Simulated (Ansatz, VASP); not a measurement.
# One calculation of Sc, two programs

Contents of INCAR:

```
AGGAC = 1.0 ; AGGAX = 1.0
ALDAC = 0.0 ; ALDAX = 1.0
ALGO = Normal ; EDIFF = 1E-6
ENCUT = 520 ; GGA = B5
ISIF = 2 ; ISMEAR = -1
LASPH = T ; LCHARG = F
LREAL = F ; LWAVE = F
NBANDS = 24 ; NELM = 100
PREC = Accurate ; SIGMA = 0.1
```

Contents of KPOINTS:

```
k-points
0
Gamma
  8 8 11
```

The input POSCAR:

```
Sc
1.0
    5.0890280676      0.0000000000      0.0000000000
   -2.5445140338      4.4072275871      0.0000000000
    0.0000000000      0.0000000000      3.1956695303
Sc
3
Direct
    1.0000000000      1.0000000000      0.0000000000
    0.3333333333      0.6666666667      0.5000000000
    0.6666666667      0.3333333333      0.5000000000
```

Input for Ansatz:

```yaml
crystal:
  lattice:
    - [5.0890280676, 0.0, 0.0]
    - [-2.5445140338, 4.4072275871, 0.0]
    - [0.0, 0.0, 3.1956695303]
  atoms:
    - { symbol: Sc, position: [1.0, 1.0, 0.0] }
    - { symbol: Sc, position: [0.3333333333, 0.6666666667, 0.5] }
    - { symbol: Sc, position: [0.6666666667, 0.3333333333, 0.5] }
hamiltonian:
  xc: blyp
  pseudopotentials:
    kind: paw
    azcp:
      Sc: "pseudopotentials/Sc.paw.azcp"
basis:
  ecutwfc: 420
  fft_grid_basis: typed
kpoints:
  mp_grid: { grid: [8, 8, 11], shift: [0, 0, 0] }
magnetization:
  spin_polarized: false
scf:
  occupations: { method: fermi_dirac, width: 0.1 }
  lower_state_search: "off"
output:
  stress: true
  write_density: true
  write_potential: true
  elf: true
  volumetric_format: npy
```

Alike in both runs: task single point; functional BLYP; k mesh 8 × 8 × 11; occupations fermi-dirac, width 0.1 eV; no spin polarisation.

|  | VASP | Ansatz |
| --- | --- | --- |
| version | VASP 6.6.1 | Ansatz 0.2.0 |
| potentials or method | VASP PAW PBE potentials, release 64 (Sc_sv), cutoff 520 eV | plane waves (420 eV) with PAW, scalar-relativistic |
| valence electrons in the cell | 33 | 33 |

|  | VASP | Ansatz | Ansatz less VASP |
| --- | --- | --- | --- |
| pressure (GPa) | 2.2 | 2.2 | -0.03 |

VASP's potentials were made for PBE, not for BLYP.
